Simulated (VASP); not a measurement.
CaO: single point with PBE+D4

CaO:

```
Ca O
1.0
     0.00000    2.40052    2.40052
     2.40052    0.00000    2.40052
     2.40052    2.40052    0.00000
Ca O
1 1
Direct
  0.00000 0.00000 0.00000
  0.50000 0.50000 0.50000
```

```
Program                : VASP 6.6.1
Task                   : single point
Functional             : PBE
Dispersion             : D4
Potentials or basis    : VASP PAW PBE potentials, release 64 (Ca_sv, O)
Cutoff                 : 600 eV
k mesh                 : 6 × 6 × 6
Occupations            : fermi-dirac, width 0.1 eV
Spin                   : no spin polarisation
Dipole correction      : no
Further INCAR settings : ALGO = Normal; EDIFF = 1e-06; NBANDS = 15
```

The pressure is 0.4 GPa, the band gap on the k mesh is 3.63 eV, indirect (least direct gap 4.01 eV) and the dispersion energy per atom is -0.164 eV.

Levels at points of the mesh, in eV from the valence-band top:
```csv
k point,band 4,band 5,band 6,band 7,band 8,band 9,band 10,band 11,band 12,band 13
"(0.00, 0.00, 0.00)",-18.38,-15.54,0.00,0.00,0.00,4.74,6.23,6.23,6.23,7.74
"(0.50, 0.00, 0.00)",-18.44,-14.33,-2.65,-1.21,-1.21,7.07,8.37,8.37,8.53,10.45
"(0.50, 0.50, 0.00)",-18.62,-15.30,-1.30,-0.37,-0.37,3.63,8.07,8.91,9.56,9.56
```

Wall time 27 s on 1 thread of AMD EPYC 7R13, on a shared host, peak memory 0.13 GiB.

A k mesh can miss the band edges. Expect the measured gap to be larger: semilocal functionals such as PBE lack the derivative discontinuity.
